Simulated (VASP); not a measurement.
Crystal: TmH2W.

```
CELL_PARAMETERS angstrom
3.56503 0.00000 0.00000
-1.78252 3.08741 0.00000
0.00000 0.00000 6.05278
ATOMIC_POSITIONS crystal
Tm 0.00000 0.00000 0.00000
H 0.00000 0.00000 0.27753
H 0.00000 0.00000 0.72247
W 0.00000 0.00000 0.50000
```

The cell was generated, and may not be a known phase.

```yaml
Program: VASP 6.6.1
Task: relaxation of cell and atoms
Functional: PBE
Potentials_or_basis: VASP PAW PBE potentials, release 64 (Tm_3, H, W_sv), 4f in core
Cutoff: 500 eV
k_mesh: 6 × 6 × 4
Occupations: gaussian, width 0.1 eV
Spin: no spin polarisation
```

At the start: pressure 27.5 GPa; volume 16.66 Å³/atom.

How do energy, volume and symmetry change on relaxing?

Over 17 steps the energy falls by 1626.4 meV/atom and the volume is 14.81 Å³/atom (-11.1 %); space group P6/mmm (No. 191, to 0.1 Å) before and after.

Step by step:
```csv
step,energy change (eV),largest force (eV/Å),pressure (GPa),volume (Å³)
1,0.0000,9.4021,27.49,66.62
2,-2.3779,2.1234,-9.98,88.48
3,-2.5987,2.5230,-10.36,87.05
4,-2.8472,2.9103,-10.70,85.56
5,-4.2046,4.6301,-9.25,77.06
6,-4.1394,3.8364,-0.69,72.09
7,-4.2841,4.7378,-7.44,75.47
8,-4.3148,4.6367,-6.11,74.57
9,-6.0582,1.1365,-10.40,69.68
10,-6.1523,0.7606,-9.78,68.32
11,-6.4895,0.5516,0.85,59.04
12,-6.4951,0.3552,-0.56,59.97
13,-6.4950,0.3232,-0.80,60.13
14,-6.5035,0.1028,-0.53,59.72
15,-6.5052,0.0546,-0.33,59.44
16,-6.5056,0.0178,0.21,59.12
17,-6.5058,0.0053,0.03,59.22
```

Final structure:
```yaml
crystal:
  lattice:
    - [3.00815, 0.00000, 0.00000]
    - [-1.50407, 2.60513, 0.00000]
    - [0.00000, 0.00000, 7.55711]
  atoms:
    - { symbol: Tm, position: [0.00000, 0.00000, 0.00000] }
    - { symbol: H, position: [0.00000, 0.00000, 0.26633] }
    - { symbol: H, position: [0.00000, 0.00000, 0.73367] }
    - { symbol: W, position: [0.00000, 0.00000, 0.50000] }
```

Caveat: a cell axis changed by over 15 % at a fixed basis, so the end point is rough.
